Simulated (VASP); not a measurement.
# SnSe (P1) in VASP: single point with PBEsol+D3(BJ)

Aim: the single point of SnSe with PBEsol+D3(BJ).

All numbers are computed with VASP 6.6.1; they aren't measurements. Logs are shortened: lines on timing, memory, paths and dates and some standing lists are left out, and cuts for length are marked.

## Step 1: The cell of the first run

The typed cell holds 2 atoms: a = 4.264 Å, b = 4.163 Å, c = 4.174 Å, α = 58.78°, β = 60.84°, γ = 61.72°.

## Step 2: Single point, PBEsol+D3(BJ)

INCAR reads:

```
  PREC = Accurate
  ENCUT = 500
  EDIFF = 1E-6
  ISMEAR = 0
  SIGMA = 0.01
  LREAL = False
  LASPH = True
  NELM = 120
  ALGO = Normal
  ISIF = 2
  LWAVE = False
  LCHARG = True
  GGA = PS
  IVDW = 12
  LELF = True
  LVHAR = True
  NBANDS = 17
  GGA_COMPAT = False
```

KPOINTS reads:

```
regular mesh
0
Gamma
  4 4 4
```

POSCAR reads:

```
SnSe
1.0
   -0.0910000000      3.0366800000      2.9924400000
    2.9934100000      0.0083400000      2.8931000000
    2.9794400000      2.9233800000      0.0223000000
Sn Se
1 1
Direct
    0.9945300000      0.0021300000      0.9977100000
    0.4934397883      0.5071476802      0.4861019401
```

Potentials or basis: VASP PAW PBE potentials, release 64 (Sn_d, Se).

The run is started by

```bash
cat potpaw_PBE.64/Sn_d/POTCAR potpaw_PBE.64/Se/POTCAR > POTCAR
mpirun -np 1 vasp_std > vasp.out
```

OUTCAR:

```text
PREC = Accurate
   ENCUT = 500
   EDIFF = 1E-6
   ISMEAR = 0
   LREAL = False
   LASPH = True
   NELM = 120
   ISIF = 2
   GGA = PS
   IVDW = 12
 IVDW          = 12

 ion  position               nearest neighbor table
   1  0.995  0.002  0.998-   2 2.92   2 2.94   2 2.94   2 3.01   2 3.01   2 3.05
   2  0.493  0.507  0.486-   1 2.92   1 2.94   1 2.94   1 3.01   1 3.01   1 3.05

  LATTYP: Found a triclinic cell.
 ALAT       =     4.2643174807
 B/A-ratio  =     1.3962113121
 C/A-ratio  =     0.9762415236
 COS(alpha) =     0.0035235847
 COS(beta)  =     0.4737594943
 COS(gamma) =     0.7265676318

  Lattice vectors:

 A1 = (   0.0910000000,  -3.0366800000,  -2.9924400000)
 A2 = (   0.1049700000,  -5.9517200000,  -0.1216400000)
 A3 = (  -2.9934100000,  -0.0083400000,  -2.8931000000)

Analysis of symmetry for initial positions (statically):
=====================================================================
 Subroutine PRICEL returns:
 Original cell was already a primitive cell.

 Routine SETGRP: Setting up the symmetry group for a
 triclinic supercell.

 Subroutine GETGRP returns: Found  1 space group operations
 (whereof  1 operations were pure point group operations)
 out of a pool of  2 trial point group operations.

The static configuration has the point symmetry C_1 .

Analysis of symmetry for dynamics (positions and initial velocities):
=====================================================================
 Subroutine PRICEL returns:
 Original cell was already a primitive cell.

 Routine SETGRP: Setting up the symmetry group for a
 triclinic supercell.

 Subroutine GETGRP returns: Found  1 space group operations
 (whereof  1 operations were pure point group operations)
 out of a pool of  2 trial point group operations.

The dynamic configuration has the point symmetry C_1 .

 Subroutine INISYM returns: Found  1 space group operations
 (whereof  1 operations are pure point group operations),
 and found     1 'primitive' translations

----------------------------------------------------------------------------------------

                                     Primitive cell

  volume of cell :      52.8547

  direct lattice vectors                    reciprocal lattice vectors
    -0.091000000  3.036680000  2.992440000    -0.160013230  0.161822345  0.165094745
     2.993410000  0.008340000  2.893100000     0.164230013 -0.168723532  0.176212157
     2.979440000  2.923380000  0.022300000     0.165746259  0.174457127 -0.171995949

  length of vectors
     4.264317481  4.163003795  4.174171849     0.281152948  0.294091570  0.295786609

  position of ions in fractional coordinates (direct lattice)
     0.994530000  0.002130000  0.997710000
     0.493439788  0.507147680  0.486101940

  ion indices of the primitive-cell ions
   primitive index   ion index
                 1           1
                 2           2

----------------------------------------------------------------------------------------

 KPOINTS: regular mesh

Automatic generation of k-mesh.
 Grid dimensions read from file:
 generate k-points for:    4    4    4

 Generating k-lattice:

  Cartesian coordinates                     Fractional coordinates (reciprocal lattice)
    -0.040003308  0.040455586  0.041273686     0.250000000 -0.000000000 -0.000000000
     0.041057503 -0.042180883  0.044053039     0.000000000  0.250000000 -0.000000000
     0.041436565  0.043614282 -0.042998987     0.000000000  0.000000000  0.250000000

  Length of vectors
     0.070288237  0.073522893  0.073946652

  Shift w.r.t. Gamma in fractional coordinates (k-lattice)
     0.000000000  0.000000000  0.000000000

 Subroutine IBZKPT returns following result:
 ===========================================

 Found     36 irreducible k-points:

 Following reciprocal coordinates:
            Coordinates               Weight
  0.000000  0.000000  0.000000      1.000000
  0.250000 -0.000000 -0.000000      2.000000
  0.500000 -0.000000 -0.000000      1.000000
  0.000000  0.250000  0.000000      2.000000
  0.250000  0.250000  0.000000      2.000000
  0.500000  0.250000 -0.000000      2.000000
[... 16 lines left out ...]
  0.000000 -0.250000  0.250000      2.000000
  0.250000 -0.250000  0.250000      2.000000
 [... further k-points ...]
   k-points           NKPTS =     36   k-points in BZ     NKDIM =     36   number of bands    NBANDS=     17
   number of dos      NEDOS =    301   number of ions     NIONS =      2
   total plane-waves  NPLWV =  28800
   dimension x,y,z NGX =    32 NGY =   30 NGZ =   30
   dimension x,y,z NGXF=    64 NGYF=   60 NGZF=   60
   ions per type =               1   1
   NGX,Y,Z   is equivalent  to a cutoff of  12.48, 11.98, 11.95 a.u.
   NGXF,Y,Z  is equivalent  to a cutoff of  24.95, 23.96, 23.90 a.u.
 SYSTEM =  unknown system
   PREC   = accura    normal or accurate (medium, high low for compatibility)
   ISTART =      0    job   : 0-new  1-cont  2-samecut
   ICHARG =      2    charge: 1-file 2-atom 10-const
   ISPIN  =      1    spin polarized calculation?
   LNONCOLLINEAR =      F non collinear calculations
   LSORBIT =      F    spin-orbit coupling
   LASPH  =      T    aspherical Exc in radial PAW
   ENCUT  =  500.0 eV  36.75 Ry    6.06 a.u.   7.77  7.59  7.61*2*pi/ulx,y,z
   NELM   =    120;   NELMIN=  2; NELMDL= -5     # of ELM steps
   EDIFF  = 0.1E-05   stopping-criterion for ELM
   LREAL  =      F    real-space projection
   EDIFFG = 0.1E-04   stopping-criterion for IOM
   NSW    =      0    number of steps for IOM
   IBRION =     -1    ionic relax: 0-MD 1-quasi-New 2-CG
   NFREE  =      0    steps in history (QN), initial steepest desc. (CG)
   ISIF   =      2    stress and relaxation
   ISYM   =      2    0-nonsym 1-usesym 2-fastsym
   POTIM  = 0.5000    time-step for ionic-motion
   TEBEG  =    0.0;   TEEND  =   0.0 temperature during run
   PSTRESS=    0.0 pullay stress
   NELECT =      20.0000    total number of electrons
   NUPDOWN=      -1.0000    fix difference up-down
   EMIN   =  10.00;   EMAX   =-10.00  energy-range for DOS
   EFERMI =   0.00;   METHOD = LEGACY
   ISMEAR =     0;   SIGMA  =   0.01  broadening in eV -4-tet -1-fermi 0-gaus
   EFERMI_NEDOS =   21; number of points for ismear=-14 and -15
   IALGO  =     38    algorithm
   IMIX   =      4    mixing-type and parameters
     AMIX     =   0.40;   BMIX     =  1.00
     AMIX_MAG =   1.60;   BMIX_MAG =  1.00
  volume/ion in A,a.u.               =      26.43       178.34
  Fermi-wavevector in a.u.,A,eV,Ry     =   1.184106  2.237635 19.076809  1.402106
  Thomas-Fermi vector in A             =   2.320326
   LORBIT       =      0    0 simple, 1 ext, 2 COOP (PROOUT), +10 PAW based schemes
   GGA     = PS    functional components
   LHFCALC =     F    Hartree Fock is set to
   AEXX    =    0.0000 exact exchange contribution
   IVDW    =    12    specifies the selected vdW correction
   LEPSILON=     F    determine dielectric tensor
   LRPA    =     F    only Hartree local field effects (RPA)
 non-spin polarized calculation
 Gauss-broadening in eV      SIGMA  =   0.01
  energy-cutoff  :      500.00
  volume of cell :       52.85
 maximum number of plane-waves:      1358
   NGX = 15   NGY = 15   NGZ = 15

 number of electron      20.0000004 magnetization

 Free energy of the ion-electron system (eV)
  ---------------------------------------------------
  ext. energy  EPLUGINS =         0.00000000
  ---------------------------------------------------
  free energy    TOTEN  =        -9.03304318 eV

  energy without entropy =       -9.03304318  energy(sigma->0) =       -9.03304318

 E-fermi :   5.9651     XC(G=0):  -9.9401

 val. band max:        5.9130549823   @ k =   0.5000  -0.0000  -0.0000
 cond. band min:       6.3162968008   @ k =  -0.0000   0.0000   0.5000
 fundamental gap:      0.4032418184
 Fermi energy:         5.9651064730

 k-point     1 :       0.0000    0.0000    0.0000
  band No.  band energies     occupation
      1     -15.7435      2.00000
      2     -15.7395      2.00000
      3     -15.7369      2.00000
      4     -15.7340      2.00000
      5     -15.7335      2.00000
      6      -8.3594      2.00000
[... 9 lines left out ...]
     16      11.9377      0.00000
     17      13.6632      0.00000

 k-point     2 :       0.2500   -0.0000   -0.0000
  band No.  band energies     occupation
      1     -15.7470      2.00000
      2     -15.7426      2.00000
      3     -15.7353      2.00000
      4     -15.7288      2.00000
      5     -15.7279      2.00000
      6      -7.9600      2.00000
[... 9 lines left out ...]
     16      13.1240      0.00000
     17      16.5517      0.00000

 k-point     3 :       0.5000   -0.0000   -0.0000
  band No.  band energies     occupation
      1     -15.7506      2.00000
      2     -15.7466      2.00000
      3     -15.7334      2.00000
      4     -15.7236      2.00000
      5     -15.7217      2.00000
      6      -7.4293      2.00000
[... 9 lines left out ...]
     16      15.7802      0.00000
     17      15.9637      0.00000

 k-point     4 :       0.0000    0.2500    0.0000
  band No.  band energies     occupation
      1     -15.7454      2.00000
      2     -15.7426      2.00000
      3     -15.7347      2.00000
      4     -15.7300      2.00000
      5     -15.7269      2.00000
      6      -7.9196      2.00000
[... 9 lines left out ...]
     16      13.2512      0.00000
     17      16.7155      0.00000
[... 343 lines left out ...]
      1     -15.7631      2.00000
      2     -15.7379      2.00000
      3     -15.7335      2.00000
      4     -15.7265      2.00000
      5     -15.7159      2.00000
      6      -7.0267      2.00000
[... 9 lines left out ...]
     16      17.0453      0.00000
     17      18.5682      0.00000

 k-point    23 :       0.0000   -0.2500    0.2500
  band No.  band energies     occupation
      1     -15.7493      2.00000
      2     -15.7447      2.00000
      3     -15.7338      2.00000
      4     -15.7270      2.00000
      5     -15.7193      2.00000
      6      -7.3683      2.00000
[... 9 lines left out ...]
     16      15.3725      0.00000
     17      16.2646      0.00000

 k-point    24 :       0.2500   -0.2500    0.2500
  band No.  band energies     occupation
      1     -15.7592      2.00000
      2     -15.7397      2.00000
      3     -15.7358      2.00000
      4     -15.7262      2.00000
      5     -15.7148      2.00000
      6      -7.1999      2.00000
[... 9 lines left out ...]
     16      16.5811      0.00000
     17      17.2045      0.00000

 [... further k-points ...]

------------------------ aborting loop because EDIFF is reached ----------------------------------------

 Edisp (eV)   -0.68019

 E8    (eV) :    -0.4569

  FORCE on cell =-STRESS in cart. coord.  units (eV):
  Direction    XX          YY          ZZ          XY          YZ          ZX
  --------------------------------------------------------------------------------------
  -------------------------------------------------------------------------------------
  Total      -1.93252    -1.22216    -0.56790     0.22994    -0.26677     0.17103
  in kB     -58.58041   -37.04723   -17.21465     6.97017    -8.08667     5.18448
  external pressure =      -37.61 kB  Pullay stress =        0.00 kB

 VOLUME and BASIS-vectors are now :
 -----------------------------------------------------------------------------
  energy-cutoff  :      500.00
  volume of cell :       52.85
      direct lattice vectors                 reciprocal lattice vectors
    -0.091000000  3.036680000  2.992440000    -0.160013230  0.161822345  0.165094745
     2.993410000  0.008340000  2.893100000     0.164230013 -0.168723532  0.176212157
     2.979440000  2.923380000  0.022300000     0.165746259  0.174457127 -0.171995949

 POSITION                                       TOTAL-FORCE (eV/Angst)
 -----------------------------------------------------------------------------------
      2.88849      5.93677      3.00448         0.004016     -0.003958      0.005564
      2.92151      2.92371      2.95466        -0.004016      0.003958     -0.005564
 -----------------------------------------------------------------------------------
    total drift:                                0.000020      0.000110     -0.000336

  FREE ENERGIE OF THE ION-ELECTRON SYSTEM (eV)
  ---------------------------------------------------
  free  energy   TOTEN  =        -9.7132314130 eV

  energy  without entropy=       -9.7132314130  energy(sigma->0) =       -9.71323141
```

Wall time 47 s (1 thread of Intel Xeon 8259CL, shared host); peak memory 0.2 GiB.

Results:

- Free energy: -9.7132 eV
- Pressure: -3.8 GPa
- Largest force: 0.008 eV/Å
- Band gap on the k mesh: 0.40 eV (least direct gap 0.77 eV)
- Dispersion energy per atom: -0.340 eV

Forces in eV/Å, atoms in the order of the input:
```
Sn   0.004 -0.004  0.006
Se  -0.004  0.004 -0.006
```

Caveat: the k points lie up to 0.46 Å⁻¹ apart; semilocal functionals underestimate gaps, and a narrow one can read as zero; the PAW data sets were made with another functional, which shifts forces and pressure a little; spin-orbit coupling is left out, which moves the levels of the heavy elements.
